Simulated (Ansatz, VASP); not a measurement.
## ZrN: VASP beside Ansatz

```
Zr N
1.0
     3.24891    0.00000    0.00000
     0.00000    3.24891    0.00000
     0.00000    0.00000   24.18930
Zr N
5 5
Direct
  0.50000 0.50000 0.31005
  0.00000 0.00000 0.40503
  0.50000 0.50000 0.50000
  0.00000 0.00000 0.59497
  0.50000 0.50000 0.68995
  0.00000 0.00000 0.31005
  0.50000 0.50000 0.40503
  0.00000 0.00000 0.50000
  0.50000 0.50000 0.59497
  0.00000 0.00000 0.68995
```

Alike in both runs: task single point; functional PBE; k mesh 11 × 11 × 1; occupations gaussian, width 0.1 eV; no spin polarisation.

```csv
,VASP,Ansatz
version,VASP 6.6.1,Ansatz 0.2.0
potentials or method,"VASP PAW PBE potentials, release 64 (Zr_sv, N), cutoff 520 eV","scalar-relativistic, plane waves, PAW"
valence electrons in the cell,85,85
```

VASP gave:

* gap on the k mesh at the Fermi level (eV): none
* rms of the force components (eV/Å): 0.536

Question: Which values does Ansatz return?

Answer: gap on the k mesh at the Fermi level (eV): none; rms of the force components (eV/Å): 0.537.

A gap of «none» marks a metal or a gap that the smearing closes. Ansatz's warnings: vacuum density over bound.
